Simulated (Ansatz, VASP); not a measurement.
**MgO: VASP beside Ansatz**

File INCAR:

```
PREC = Accurate
ENCUT = 520
EDIFF = 1E-6
ISMEAR = -1
SIGMA = 0.02
LREAL = False
LASPH = True
NELM = 100
ALGO = Normal
ISIF = 2
LWAVE = False
LCHARG = True
GGA = PE
LELF = True
LVHAR = True
NBANDS = 16
```

The input KPOINTS:

```
regular mesh
0
Gamma
  12 12 6
```

File POSCAR:

```
MgO
1.0
    3.3210994004      0.0000000000      0.0000000000
   -1.6605497002      2.8761564492      0.0000000000
    0.0000000000      0.0000000000      4.9338488476
Mg O
2 2
Direct
    0.3333333333      0.6666666667     -0.0145219940
    0.6666666667      0.3333333333      0.4854780060
    0.3333333333      0.6666666667      0.3895219940
    0.6666666667      0.3333333333      0.8895219940
```

Input for Ansatz:

```yaml
crystal:
  lattice:
    - [3.3210994004, 0.0, 0.0]
    - [-1.6605497002, 2.8761564492, 0.0]
    - [0.0, 0.0, 4.9338488476]
  atoms:
    - { symbol: Mg, position: [0.3333333333, 0.6666666667, -0.014521994] }
    - { symbol: Mg, position: [0.6666666667, 0.3333333333, 0.485478006] }
    - { symbol: O, position: [0.3333333333, 0.6666666667, 0.389521994] }
    - { symbol: O, position: [0.6666666667, 0.3333333333, 0.889521994] }
kpoints:
  mp_grid: { grid: [12, 12, 6] }
  band_path:
    path:
      - [0.0, 0.0, 0.0]
      - [0.5, 0.0, 0.0]
      - [0.3333333333, 0.3333333333, 0.0]
      - [0.0, 0.0, 0.5]
      - [0.5, 0.0, 0.5]
      - [0.3333333333, 0.3333333333, 0.5]
    npoints: 1
hamiltonian:
  xc: pbe
scf:
  occupations: { method: fermi_dirac, width: 0.02 }
  n_extra_bands: 5
output:
  forces: true
  stress: true
  eigenvalues: true
```

Change from the starting cell: epitaxial_xy strain +1.0%.

Alike in both runs: task single point; functional PBE; k mesh 12 × 12 × 6; occupations fermi-dirac, width 0.02 eV; no spin polarisation.

```csv
,VASP,Ansatz
version,VASP 6.6.1,Ansatz 0.2.0
potentials or method,"VASP PAW PBE potentials, release 64 (Mg, O)","plane waves, PAW"
plane-wave cutoff (eV),520,420
valence electrons in the cell,16,32
```

Ansatz gave:

```
gap on the k mesh at the Fermi level (eV)                     : 3.44
pressure (GPa)                                                : 3.3
traceless stress, the component that is largest in VASP (GPa) : 0.56
rms of the force components (eV/Å)                            : 0.011
```

Task: Which values does VASP return?

Result: gap on the k mesh at the Fermi level (eV): 3.42; pressure (GPa): 2.8; traceless stress, the component that is largest in VASP (GPa): 0.60; rms of the force components (eV/Å): 0.012.

Atom by atom the forces differ by 0.000 eV/Å (rms over components). With one functional, cell and mesh, what is left measures potentials, basis and numerics. VASP's potentials hold 16 valence electrons a cell and Ansatz's 32, so a difference there can come from the potentials and not from the codes.
